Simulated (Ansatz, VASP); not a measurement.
**Br in VASP and in Ansatz**

The input INCAR:

```
PREC     = Accurate       # precision mode
ENCUT    = 520            # plane-wave cutoff, eV
EDIFF    = 1E-6           # SCF threshold, eV
ISMEAR   = -1             # smearing method
SIGMA    = 0.05           # smearing width, eV
LREAL    = F              # projectors in reciprocal space
LASPH    = T              # aspherical terms in the spheres
NELM     = 80             # most SCF steps
ALGO     = Normal         # electronic algorithm
ISIF     = 2              # what is computed and relaxed
LWAVE    = F              # write WAVECAR
LCHARG   = F              # write CHGCAR
GGA      = PS             # functional
NBANDS   = 22             # bands
```

Contents of KPOINTS:

```
regular mesh
0
Gamma
  8 8 4
```

File POSCAR:

```
Br
1.0
    3.6436091207     -2.0301886749      0.0000000000
    3.6436091207      2.0301886749      0.0000000000
    0.0000000000      0.0000000000      8.6861605141
Br
4
Direct
    0.8475370174      0.1524629826      0.1200462650
    0.6524629826      0.3475370174      0.6200462650
    0.1524629826      0.8475370174      0.8799537350
    0.3475370174      0.6524629826      0.3799537350
```

Input for Ansatz:

```yaml
crystal:
  lattice:
    - [3.6436091207, -2.0301886749, 0.0]
    - [3.6436091207, 2.0301886749, 0.0]
    - [0.0, 0.0, 8.6861605141]
  atoms:
    - { symbol: Br, position: [0.8475370174, 0.1524629826, 0.120046265] }
    - { symbol: Br, position: [0.6524629826, 0.3475370174, 0.620046265] }
    - { symbol: Br, position: [0.1524629826, 0.8475370174, 0.879953735] }
    - { symbol: Br, position: [0.3475370174, 0.6524629826, 0.379953735] }
hamiltonian:
  xc: pbesol
  pseudopotentials:
    kind: paw
    azcp:
      Br: "pseudopotentials/Br.paw.azcp"
basis:
  ecutwfc: 420
  fft_grid_basis: typed
kpoints:
  mp_grid: { grid: [8, 8, 4], shift: [0, 0, 0] }
magnetization:
  spin_polarized: false
scf:
  occupations: { method: fermi_dirac, width: 0.05 }
output:
  stress: true
```

Alike in both runs: task single point; functional PBEsol; k mesh 8 × 8 × 4; occupations fermi-dirac, width 0.05 eV; no spin polarisation.

|  | VASP | Ansatz |
| --- | --- | --- |
| version | VASP 6.6.1 | Ansatz 0.2.0 |
| potentials or method | VASP PAW PBE potentials, release 64 (Br), cutoff 520 eV | plane waves (420 eV) with PAW, scalar-relativistic |
| valence electrons in the cell | 28 | 28 |

```csv
,VASP,Ansatz,Ansatz less VASP
pressure (GPa),-1.2,-1.2,-0.03
"traceless stress, the component that is largest in VASP (GPa)",-1.15,-1.19,-0.042
```

VASP's potentials were made for PBE, not for PBEsol, and Ansatz warns of the same on its side.
